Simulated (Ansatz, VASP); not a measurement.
One calculation of LiCl, two programs

Contents of INCAR:

```
  PREC = Accurate
  ENCUT = 600
  EDIFF = 1E-6
  ISMEAR = 0
  SIGMA = 0.02
  LREAL = False
  LASPH = True
  NELM = 60
  ALGO = Normal
  ISIF = 3
  LWAVE = False
  LCHARG = False
  GGA = PE
  IBRION = 2
  NSW = 100
  EDIFFG = -0.01
```

The input KPOINTS:

```
Automatic mesh
0
Gamma
  6 6 6
```

The input POSCAR:

```
LiCl
1.0
   -4.1697405000      4.1697405000      2.5934820000
    4.1697405000     -4.1697405000      2.5934820000
    4.1697405000      4.1697405000     -2.5934820000
Li Cl
4 4
Direct
    0.1422970000      0.6422970000      0.7845940000
    0.8577030000      0.3577030000      0.2154060000
    0.3577030000      0.1422970000      0.5000000000
    0.6422970000      0.8577030000      0.5000000000
    0.8484815000      0.6515185000      0.5000000000
    0.1515185000      0.3484815000      0.5000000000
    0.6515185000      0.1515185000      0.8030370000
    0.3484815000      0.8484815000      0.1969630000
```

Input for Ansatz:

```yaml
crystal:
  lattice:
    - [-4.1697405, 4.1697405, 2.593482]
    - [4.1697405, -4.1697405, 2.593482]
    - [4.1697405, 4.1697405, -2.593482]
  atoms:
    - { symbol: Li, position: [0.142297, 0.642297, 0.784594] }
    - { symbol: Li, position: [0.857703, 0.357703, 0.215406] }
    - { symbol: Li, position: [0.357703, 0.142297, 0.5] }
    - { symbol: Li, position: [0.642297, 0.857703, 0.5] }
    - { symbol: Cl, position: [0.8484815, 0.6515185, 0.5] }
    - { symbol: Cl, position: [0.1515185, 0.3484815, 0.5] }
    - { symbol: Cl, position: [0.6515185, 0.1515185, 0.803037] }
    - { symbol: Cl, position: [0.3484815, 0.8484815, 0.196963] }
basis:
  ecutwfc: 420
kpoints:
  mp_grid: { grid: [6, 6, 6] }
hamiltonian:
  xc: pbe
scf:
  occupations: { method: gaussian, width: 0.02 }
output:
  forces: true
  stress: true
  eigenvalues: true
relax:
  adjacent_minimum: "off"
  f_tol: 0.01
  max_steps: 80
  cell: { stress_tol: 0.05 }
```

Alike in both runs: task relaxation of cell and atoms; functional PBE; k mesh 6 × 6 × 6; occupations gaussian, width 0.02 eV; no spin polarisation.

|  | VASP | Ansatz |
| --- | --- | --- |
| version | VASP 6.6.1 | Ansatz 0.2.0 |
| potentials or method | VASP PAW PBE potentials, release 64 (Li_sv, Cl), cutoff 600 eV | scalar-relativistic, plane waves, PAW |
| valence electrons in the cell | 40 | 40 |

```csv
,VASP,Ansatz,Ansatz less VASP
"gap on the k mesh at the Fermi level, each at its own relaxed structure (eV)",5.43,5.42,-0.007
relaxed volume (Å³/atom),22.52,22.55,+0.028
relaxed cell length with the largest relative difference (Å),6.440,6.442,+0.0025
```

Noted on VASP's run: the cutoff is short for stress, so the pressure is rough.
